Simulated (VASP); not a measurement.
# BaTiO3 (Pm-3m) in VASP: a series of runs

Aim: see how the results for BaTiO3 move with the level of theory and the settings. Levels: PBEsol, r2SCAN+rVV10. Tasks: single point, relaxation of cell and atoms.

Program: VASP 6.6.1. These are calculated values, not measurements. Logs are shortened: lines on timing, memory, paths and dates and some standing lists are left out, and cuts for length are marked.

**1. The cell of the first run**

Symmetry: Pm-3m, No. 221, cubic system. The conventional cell has a = 3.970 Å, b = 3.970 Å, c = 3.970 Å, α = 90.00°, β = 90.00°, γ = 90.00°. Within 3.7 Å of Ba (site symmetry m-3m) lie 12 O at 2.81 Å and 8 Ti at 3.44 Å. Ti (site symmetry m-3m) has 6 O at 1.98 Å within 2.6 Å. Within 2.6 Å of O (site symmetry 4/mmm) lie 2 Ti at 1.98 Å.

**2. Single point, PBEsol**

INCAR reads:

```
SYSTEM = BaTiO3
ALGO = Normal ; EDIFF = 1E-6
ENCUT = 1340 ; GGA = PS
GGA_COMPAT = .False. ; ISIF = 2
ISMEAR = -1 ; LASPH = .True.
LCHARG = .True. ; LELF = .True.
LREAL = .False. ; LVHAR = .True.
LWAVE = .False. ; NBANDS = 28
NELM = 120 ; PREC = Accurate
SIGMA = 0.03
```

KPOINTS reads:

```
k-points
0
Gamma
  6 6 6
  0 0 0
```

POSCAR reads:

```
BaTiO3
1.0
    3.9698010395      0.0000000000      0.0000000000
    0.0000000000      3.9698010395      0.0000000000
    0.0000000000      0.0000000000      3.9698010395
Ba Ti O
1 1 3
Direct
    0.0000000000      0.0000000000      0.0000000000
    0.5000000000      0.5000000000      0.5000000000
    0.5000000000      0.5000000000      0.0000000000
    0.5000000000      0.0000000000      0.5000000000
    0.0000000000      0.5000000000      0.5000000000
```

Potentials or basis: VASP PAW PBE potentials, release 64 (Ba_sv, Ti_sv, O_h).

The run is started by

```bash
$ cat potpaw_PBE.64/Ba_sv/POTCAR potpaw_PBE.64/Ti_sv/POTCAR potpaw_PBE.64/O_h/POTCAR > POTCAR
$ mpirun -np 1 vasp_std > vasp.out
```

OUTCAR:

```text
SYSTEM = BaTiO3
   EDIFF = 1E-6
   ENCUT = 1340
   GGA = PS
   ISIF = 2
   ISMEAR = -1
   LASPH = .True.
   LREAL = .False.
   NELM = 120
   PREC = Accurate

 ion  position               nearest neighbor table
   1  0.000  0.000  0.000-   3 2.81   4 2.81   5 2.81   4 2.81   5 2.81   3 2.81   5 2.81   5 2.81
                             3 2.81   4 2.81   4 2.81   3 2.81   2 3.44   2 3.44   2 3.44   2 3.44
   2  0.500  0.500  0.500-   3 1.98   4 1.98   5 1.98   3 1.98   4 1.98   5 1.98   1 3.44   1 3.44
                             1 3.44   1 3.44   1 3.44   1 3.44   1 3.44   1 3.44
   3  0.500  0.500  0.000-   2 1.98   2 1.98   1 2.81   1 2.81   1 2.81   1 2.81
   4  0.500  0.000  0.500-   2 1.98   2 1.98   1 2.81   1 2.81   1 2.81   1 2.81
   5  0.000  0.500  0.500-   2 1.98   2 1.98   1 2.81   1 2.81   1 2.81   1 2.81

  LATTYP: Found a simple cubic cell.
 ALAT       =     3.9698010395

  Lattice vectors:

 A1 = (   3.9698010395,   0.0000000000,   0.0000000000)
 A2 = (   0.0000000000,   3.9698010395,   0.0000000000)
 A3 = (   0.0000000000,   0.0000000000,   3.9698010395)

Analysis of symmetry for initial positions (statically):
=====================================================================
 Subroutine PRICEL returns:
 Original cell was already a primitive cell.

 Routine SETGRP: Setting up the symmetry group for a
 simple cubic supercell.

 Subroutine GETGRP returns: Found 48 space group operations
 (whereof 48 operations were pure point group operations)
 out of a pool of 48 trial point group operations.

The static configuration has the point symmetry O_h .

Analysis of symmetry for dynamics (positions and initial velocities):
=====================================================================
 Subroutine PRICEL returns:
 Original cell was already a primitive cell.

 Routine SETGRP: Setting up the symmetry group for a
 simple cubic supercell.

 Subroutine GETGRP returns: Found 48 space group operations
 (whereof 48 operations were pure point group operations)
 out of a pool of 48 trial point group operations.

The dynamic configuration has the point symmetry O_h .

 Subroutine INISYM returns: Found 48 space group operations
 (whereof 48 operations are pure point group operations),
 and found     1 'primitive' translations

----------------------------------------------------------------------------------------

                                     Primitive cell

  volume of cell :      62.5614

  direct lattice vectors                    reciprocal lattice vectors
     3.969801040  0.000000000  0.000000000     0.251901793  0.000000000  0.000000000
     0.000000000  3.969801040  0.000000000     0.000000000  0.251901793  0.000000000
     0.000000000  0.000000000  3.969801040     0.000000000  0.000000000  0.251901793

  length of vectors
     3.969801040  3.969801040  3.969801040     0.251901793  0.251901793  0.251901793

  position of ions in fractional coordinates (direct lattice)
     0.000000000  0.000000000  0.000000000
     0.500000000  0.500000000  0.500000000
     0.500000000  0.500000000  0.000000000
     0.500000000  0.000000000  0.500000000
     0.000000000  0.500000000  0.500000000

  ion indices of the primitive-cell ions
   primitive index   ion index
                 1           1
                 2           2
                 3           3
                 4           4
                 5           5

----------------------------------------------------------------------------------------

 KPOINTS: k-points

Automatic generation of k-mesh.
 Grid dimensions read from file:
 generate k-points for:    6    6    6

 Generating k-lattice:

  Cartesian coordinates                     Fractional coordinates (reciprocal lattice)
     0.041983632  0.000000000  0.000000000     0.166666667  0.000000000  0.000000000
     0.000000000  0.041983632  0.000000000     0.000000000  0.166666667  0.000000000
     0.000000000  0.000000000  0.041983632     0.000000000  0.000000000  0.166666667

  Length of vectors
     0.041983632  0.041983632  0.041983632

  Shift w.r.t. Gamma in fractional coordinates (k-lattice)
     0.000000000  0.000000000  0.000000000

 Subroutine IBZKPT returns following result:
 ===========================================

 Found     20 irreducible k-points:

 Following reciprocal coordinates:
            Coordinates               Weight
  0.000000  0.000000  0.000000      1.000000
  0.166667  0.000000  0.000000      6.000000
  0.333333  0.000000  0.000000      6.000000
  0.500000  0.000000  0.000000      3.000000
  0.166667  0.166667  0.000000     12.000000
  0.333333  0.166667  0.000000     24.000000
[... 12 lines left out ...]
  0.500000  0.500000  0.333333      6.000000
  0.500000  0.500000  0.500000      1.000000
   k-points           NKPTS =     20   k-points in BZ     NKDIM =     20   number of bands    NBANDS=     28
   number of dos      NEDOS =    301   number of ions     NIONS =      5
   total plane-waves  NPLWV = 110592
   dimension x,y,z NGX =    48 NGY =   48 NGZ =   48
   dimension x,y,z NGXF=    96 NGYF=   96 NGZF=   96
   ions per type =               1   1   3
   NGX,Y,Z   is equivalent  to a cutoff of  20.10, 20.10, 20.10 a.u.
   NGXF,Y,Z  is equivalent  to a cutoff of  40.20, 40.20, 40.20 a.u.
 SYSTEM =  BaTiO3
   PREC   = accura    normal or accurate (medium, high low for compatibility)
   ISTART =      0    job   : 0-new  1-cont  2-samecut
   ICHARG =      2    charge: 1-file 2-atom 10-const
   ISPIN  =      1    spin polarized calculation?
   LNONCOLLINEAR =      F non collinear calculations
   LSORBIT =      F    spin-orbit coupling
   LASPH  =      T    aspherical Exc in radial PAW
   ENCUT  = 1340.0 eV  98.49 Ry    9.92 a.u.  11.85 11.85 11.85*2*pi/ulx,y,z
   NELM   =    120;   NELMIN=  2; NELMDL= -5     # of ELM steps
   EDIFF  = 0.1E-05   stopping-criterion for ELM
   LREAL  =      F    real-space projection
   EDIFFG = 0.1E-04   stopping-criterion for IOM
   NSW    =      0    number of steps for IOM
   IBRION =     -1    ionic relax: 0-MD 1-quasi-New 2-CG
   NFREE  =      0    steps in history (QN), initial steepest desc. (CG)
   ISIF   =      2    stress and relaxation
   ISYM   =      2    0-nonsym 1-usesym 2-fastsym
   POTIM  = 0.5000    time-step for ionic-motion
   TEBEG  =    0.0;   TEEND  =   0.0 temperature during run
   PSTRESS=    0.0 pullay stress
   NELECT =      40.0000    total number of electrons
   NUPDOWN=      -1.0000    fix difference up-down
   EMIN   =  10.00;   EMAX   =-10.00  energy-range for DOS
   EFERMI =   0.00;   METHOD = LEGACY
   ISMEAR =    -1;   SIGMA  =   0.03  broadening in eV -4-tet -1-fermi 0-gaus
   EFERMI_NEDOS =   21; number of points for ismear=-14 and -15
   IALGO  =     38    algorithm
   IMIX   =      4    mixing-type and parameters
     AMIX     =   0.40;   BMIX     =  1.00
     AMIX_MAG =   1.60;   BMIX_MAG =  1.00
  volume/ion in A,a.u.               =      12.51        84.44
  Fermi-wavevector in a.u.,A,eV,Ry     =   1.410347  2.665170 27.063072  1.989080
  Thomas-Fermi vector in A             =   2.532310
   LORBIT       =      0    0 simple, 1 ext, 2 COOP (PROOUT), +10 PAW based schemes
   GGA     = PS    functional components
   LHFCALC =     F    Hartree Fock is set to
   AEXX    =    0.0000 exact exchange contribution
   IVDW    =     0    specifies the selected vdW correction
   LEPSILON=     F    determine dielectric tensor
   LRPA    =     F    only Hartree local field effects (RPA)
 non-spin polarized calculation
  energy-cutoff  :     1340.00
  volume of cell :       62.56
 maximum number of plane-waves:      6988
 NGX is ok and might be reduce to    48
   NGX = 23   NGY = 23   NGZ = 23

 number of electron      40.0000003 magnetization

 Free energy of the ion-electron system (eV)
  ---------------------------------------------------
  ext. energy  EPLUGINS =         0.00000000
  ---------------------------------------------------
  free energy    TOTEN  =       -41.99941618 eV

  energy without entropy =      -41.99941618  energy(sigma->0) =      -41.99941618

 E-fermi :   4.9802     XC(G=0): -11.6523

 val. band max:        4.2480481774   @ k =   0.5000   0.5000   0.5000
 cond. band min:       5.9956574605   @ k =   0.0000   0.0000   0.0000
 fundamental gap:      1.7476092831
 Fermi energy:         4.9801672897

 k-point     1 :       0.0000    0.0000    0.0000
  band No.  band energies     occupation
      1     -52.0181      2.00000
      2     -28.3560      2.00000
      3     -28.3560      2.00000
      4     -28.3560      2.00000
      5     -20.4539      2.00000
      6     -12.6187      2.00000
[... 20 lines left out ...]
     27       9.1932      0.00000
     28      11.7131      0.00000

 k-point     2 :       0.1667    0.0000    0.0000
  band No.  band energies     occupation
      1     -52.0178      2.00000
      2     -28.3713      2.00000
      3     -28.3554      2.00000
      4     -28.3554      2.00000
      5     -20.4195      2.00000
      6     -12.6500      2.00000
[... 20 lines left out ...]
     27       9.7547      0.00000
     28      12.3857      0.00000

 k-point     3 :       0.3333    0.0000    0.0000
  band No.  band energies     occupation
      1     -52.0172      2.00000
      2     -28.4017      2.00000
      3     -28.3542      2.00000
      4     -28.3542      2.00000
      5     -20.3490      2.00000
      6     -12.8060      2.00000
[... 20 lines left out ...]
     27      11.0680      0.00000
     28      12.5902      0.00000

 k-point     4 :       0.5000    0.0000    0.0000
  band No.  band energies     occupation
      1     -52.0169      2.00000
      2     -28.4167      2.00000
      3     -28.3536      2.00000
      4     -28.3536      2.00000
      5     -20.3128      2.00000
      6     -12.9057      2.00000
[... 20 lines left out ...]
     27      11.8897      0.00000
     28      12.4883      0.00000

 k-point     5 :       0.1667    0.1667    0.0000
  band No.  band energies     occupation
      1     -52.0175      2.00000
      2     -28.3710      2.00000
      3     -28.3702      2.00000
      4     -28.3548      2.00000
      5     -20.3881      2.00000
      6     -12.6308      2.00000
[... 20 lines left out ...]
     27      10.2963      0.00000
     28      12.6059      0.00000

 k-point     6 :       0.3333    0.1667    0.0000
  band No.  band energies     occupation
      1     -52.0169      2.00000
      2     -28.4007      2.00000
      3     -28.3692      2.00000
      4     -28.3536      2.00000
      5     -20.3240      2.00000
      6     -12.6996      2.00000
[... 339 lines left out ...]
      5     -20.2097      2.00000
      6     -12.1289      2.00000
[... 20 lines left out ...]
     27      12.1643      0.00000
     28      12.1643      0.00000

 k-point    18 :       0.5000    0.3333    0.3333
  band No.  band energies     occupation
      1     -52.0152      2.00000
      2     -28.4110      2.00000
      3     -28.3959      2.00000
      4     -28.3956      2.00000
      5     -20.1880      2.00000
      6     -12.0166      2.00000
[... 20 lines left out ...]
     27      12.0121      0.00000
     28      12.1596      0.00000

 k-point    19 :       0.5000    0.5000    0.3333
  band No.  band energies     occupation
      1     -52.0149      2.00000
      2     -28.4102      2.00000
      3     -28.4102      2.00000
      4     -28.3950      2.00000
      5     -20.1679      2.00000
      6     -11.8231      2.00000
[... 20 lines left out ...]
     27      11.8195      0.00000
     28      12.2423      0.00000

 k-point    20 :       0.5000    0.5000    0.5000
  band No.  band energies     occupation
      1     -52.0146      2.00000
      2     -28.4095      2.00000
      3     -28.4095      2.00000
      4     -28.4095      2.00000
      5     -20.1485      2.00000
      6     -11.6599      2.00000
[... 20 lines left out ...]
     27      12.2425      0.00000
     28      12.2425      0.00000

------------------------ aborting loop because EDIFF is reached ----------------------------------------

  FORCE on cell =-STRESS in cart. coord.  units (eV):
  Direction    XX          YY          ZZ          XY          YZ          ZX
  --------------------------------------------------------------------------------------
  -------------------------------------------------------------------------------------
  Total        0.7400243      0.7400243      0.7400243     -0.0000000      0.0000000     -0.0000000
  in kB       18.9517948     18.9517948     18.9517948     -0.0000000      0.0000000     -0.0000000
  external PRESSURE =      18.9517948 kB  Pullay stress =       0.0000000 kB

 VOLUME and BASIS-vectors are now :
 -----------------------------------------------------------------------------
  energy-cutoff  :     1340.00
  volume of cell :       62.56
      direct lattice vectors                 reciprocal lattice vectors
     3.969801040  0.000000000  0.000000000     0.251901793  0.000000000  0.000000000
     0.000000000  3.969801040  0.000000000     0.000000000  0.251901793  0.000000000
     0.000000000  0.000000000  3.969801040     0.000000000  0.000000000  0.251901793

 POSITION                                       TOTAL-FORCE (eV/Angst)
 -----------------------------------------------------------------------------------
      0.00000      0.00000      0.00000         0.000000      0.000000      0.000000
      1.98490      1.98490      1.98490         0.000000      0.000000      0.000000
      1.98490      1.98490      0.00000         0.000000      0.000000      0.000000
      1.98490      0.00000      1.98490         0.000000      0.000000      0.000000
      0.00000      1.98490      1.98490         0.000000      0.000000      0.000000
 -----------------------------------------------------------------------------------
    total drift:                                0.000000     -0.000000     -0.000000

  FREE ENERGIE OF THE ION-ELECTRON SYSTEM (eV)
  ---------------------------------------------------
  free  energy   TOTEN  =       -41.9994161827 eV

  energy  without entropy=      -41.9994161827  energy(sigma->0) =      -41.99941618
```

It took 86 s on 1 thread of Intel Xeon Platinum 8375C at 2.90GHz (Ice Lake), shared host; peak memory 0.41 GiB.

Results:

```
Free energy            : -41.9994 eV
Pressure               : 1.9 GPa
Band gap on the k mesh : 1.75 eV (least direct gap 1.87 eV)
```

Caveat: the PAW data sets were made with another functional, which shifts forces and pressure a little; spin-orbit coupling is left out, which moves the levels of the heavy elements.

[end of part 1 of 2]
